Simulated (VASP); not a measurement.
## Al4N5: single point with PBE

The system is Al4N5, a slab with vacuum.

```xyz
9
Lattice="3.1298 0.0000 0.0000 -1.5649 2.7105 0.0000 0.0000 0.0000 25.0622" Properties=species:S:1:pos:R:3 pbc="T T T"
N     0.0000    1.8070    4.0000
N     1.5649    0.9035    6.5087
N     0.0000    1.8070    9.0739
N     1.5649    0.9035   11.5549
N     0.5216    1.8070   13.7822
Al    1.5649    0.9035    4.5943
Al    0.0000    1.8070    7.1030
Al    1.5649    0.9035    9.5593
Al    0.0000    1.8070   12.0622
```

```
Program             : VASP 6.6.1
Task                : single point
Functional          : PBE
Potentials or basis : VASP PAW PBE potentials, release 64 (N, Al)
Cutoff              : 520 eV
k mesh              : 9 × 9 × 1
Occupations         : gaussian, width 0.05 eV
Spin                : collinear spin
Starting moments    : [0.0, 0.0, 0.0, 0.0, 3.0, 0.0, 0.0, 0.0, 0.0] μB
```

```yaml
Largest_force: 2.257 eV/Å
Net_moment: 2.42 μB per cell
Site_moments: N +0.03, +0.00, +0.01, +0.12, +1.45; Al +0.00, +0.01 (each value once) μB
Valence_electrons_inside_the_program's_atomic_spheres: N 3.70, 3.84, 3.86, 3.45 (each value once); Al 0.80, 0.79, 0.84 (each value once)
```

Forces on the atoms (eV/Å):
```
N    0.001  0.001  1.884
N   -0.001 -0.001  1.122
N   -0.004  0.001 -1.011
N    0.167 -0.113 -1.365
N    0.624  0.145  2.164
Al   0.000  0.000 -2.246
Al  -0.001  0.000 -0.525
Al  -0.005  0.001  1.201
Al  -0.780 -0.036 -1.225
```

Levels at points of the mesh, in eV from the Fermi level:
Spin up:
```
           k point  band 16  band 17  band 18  band 19  band 20  band 21  band 22  band 23  band 24  band 25
(0.00, 0.00, 0.00)    -0.74    -0.50    -0.41     0.04     0.04     3.63     5.03     5.42     6.50     7.09
```
Spin down:
| k point | band 13 | band 14 | band 15 | band 16 | band 17 | band 18 | band 19 | band 20 | band 21 | band 22 |
| --- | --- | --- | --- | --- | --- | --- | --- | --- | --- | --- |
| (0.00, 0.00, 0.00) | -1.41 | -1.41 | -0.60 | 0.08 | 0.13 | 0.13 | 2.74 | 3.04 | 3.73 | 5.13 |

It took 41 min on 1 thread of Oxide Virtual Turin-like Processor, with other jobs on the host, peak memory 0.61 GiB.
